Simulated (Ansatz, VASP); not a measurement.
**Mn in VASP and in Ansatz**

Contents of INCAR:

```
  AGGAC = 1.0
  AGGAX = 1.0
  ALDAC = 0.0
  ALDAX = 1.0
  ALGO = Normal
  EDIFF = 1E-6
  ENCUT = 520
  GGA = B5
  ISIF = 2
  ISMEAR = -1
  LASPH = True
  LCHARG = False
  LREAL = False
  LWAVE = False
  NBANDS = 20
  NELM = 80
  PREC = Accurate
  SIGMA = 0.1
```

File KPOINTS:

```
k-points
0
Gamma
  16 16 9
```

POSCAR

```
Mn
1.0
    2.5819297595      0.0000000000      0.0000000000
   -1.2909648797      2.2360167625      0.0000000000
    0.0000000000      0.0000000000      4.1579129175
Mn
2
Direct
    0.3333333333      0.6666666667      0.2500000000
    0.6666666667      0.3333333333      0.7500000000
```

Input for Ansatz:

```yaml
crystal:
  lattice:
    - [2.5819297595, 0.0, 0.0]
    - [-1.2909648797, 2.2360167625, 0.0]
    - [0.0, 0.0, 4.1579129175]
  atoms:
    - { symbol: Mn, position: [0.3333333333, 0.6666666667, 0.25] }
    - { symbol: Mn, position: [0.6666666667, 0.3333333333, 0.75] }
hamiltonian:
  xc: blyp
  pseudopotentials:
    kind: paw
    azcp:
      Mn: "pseudopotentials/Mn.paw.azcp"
basis:
  ecutwfc: 420
  fft_grid_basis: typed
kpoints:
  mp_grid: { grid: [16, 16, 9], shift: [0, 0, 0] }
magnetization:
  spin_polarized: false
scf:
  occupations: { method: fermi_dirac, width: 0.1 }
  lower_state_search: "off"
output:
  stress: true
```

Alike in both runs: task single point; functional BLYP; k mesh 16 × 16 × 9; occupations fermi-dirac, width 0.1 eV; no spin polarisation.

|  | VASP | Ansatz |
| --- | --- | --- |
| version | VASP 6.6.1 | Ansatz 0.2.0 |
| potentials or method | VASP PAW PBE potentials, release 64 (Mn_pv), cutoff 520 eV | plane waves (420 eV) with PAW, scalar-relativistic |
| valence electrons in the cell | 26 | 30 |

Ansatz gave:

- pressure (GPa): -16.3
- traceless stress, the component that is largest in VASP (GPa): -0.15

**Question.** What did VASP give for the same quantities?

**Answer.** Pressure (GPa): -16.2; traceless stress, the component that is largest in VASP (GPa): -0.26.

VASP's potentials were made for PBE, not for BLYP. VASP's potentials hold 26 valence electrons a cell and Ansatz's 30, so a difference there can come from the potentials and not from the codes.
